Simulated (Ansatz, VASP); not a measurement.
CaHfTe3 in VASP and in Ansatz

```xyz
5
Lattice="3.7098 2.1418 3.6126 -3.7098 2.1418 3.6126 0.0000 -4.2837 3.6126" Properties=species:S:1:pos:R:3 pbc="T T T"
Ca    0.0000    0.0000    1.1335
Hf    0.0000    0.0000    4.9338
Te   -2.1814    0.3649    7.0107
Te    0.7747   -2.0716    7.0107
Te    1.4067    1.7067    7.0107
```

Change from the starting cell: the structure that the rattled cubic perovskite type (Pm-3m, No. 221) fell into.

Alike in both runs: functional PBE; k mesh 6 × 6 × 6; occupations gaussian, width 0.02 eV; no spin polarisation.

Ansatz relaxed the structure, and its values are those at the end. VASP's run is a single point on that final structure, the one shown.

|  | VASP | Ansatz |
| --- | --- | --- |
| version | VASP 6.6.1 | Ansatz 0.2.0 |
| potentials or method | VASP PAW PBE potentials, release 64 (Ca_sv, Hf_pv, Te), cutoff 520 eV | scalar-relativistic, plane waves, PAW |
| valence electrons in the cell | 38 | 84 |

|  | VASP | Ansatz | Ansatz less VASP |
| --- | --- | --- | --- |
| gap on the k mesh at the Fermi level (eV) | 0.81 | 0.81 | +0.008 |
| least direct gap on the mesh (eV) | 1.26 | 1.27 | +0.006 |
| pressure (GPa) | -0.1 | 0.0 | +0.08 |
| rms of the force components (eV/Å) | 0.011 | 0.002 | -0.0086 |

The functional is the same, so the differences come from potentials, cutoffs and numerics. VASP's potentials hold 38 valence electrons a cell and Ansatz's 84, so a difference there can come from the potentials and not from the codes.

Neither program's run includes spin-orbit coupling.
